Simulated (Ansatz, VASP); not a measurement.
Two plane-wave programs on InSb

```
In Sb
1.0
     0.00000    3.31742    3.31742
     3.31742    0.00000    3.31742
     3.31742    3.31742    0.00000
In Sb
1 1
Direct
  0.00000 0.00000 0.00000
  0.25000 0.25000 0.25000
```

Alike in both runs: task single point; functional PBE; k mesh 12 × 12 × 12; occupations gaussian, width 0.1 eV; no spin polarisation.

|  | VASP | Ansatz |
| --- | --- | --- |
| version | VASP 6.6.1 | Ansatz 0.2.0 |
| potentials or method | VASP PAW PBE potentials, release 64 (In_d, Sb), cutoff 520 eV | scalar-relativistic, plane waves, PAW |
| valence electrons in the cell | 18 | 28 |

|  | VASP | Ansatz | Ansatz less VASP |
| --- | --- | --- | --- |
| gap on the k mesh at the Fermi level (eV) | none | none | - |
| pressure (GPa) | 0.0 | 0.0 | +0.03 |

A gap of «none» marks a metal or a gap that the smearing closes. The functional is the same, so the differences come from potentials, cutoffs and numerics. VASP's potentials hold 18 valence electrons a cell and Ansatz's 28, so a difference there can come from the potentials and not from the codes.

Spin-orbit coupling is off throughout.
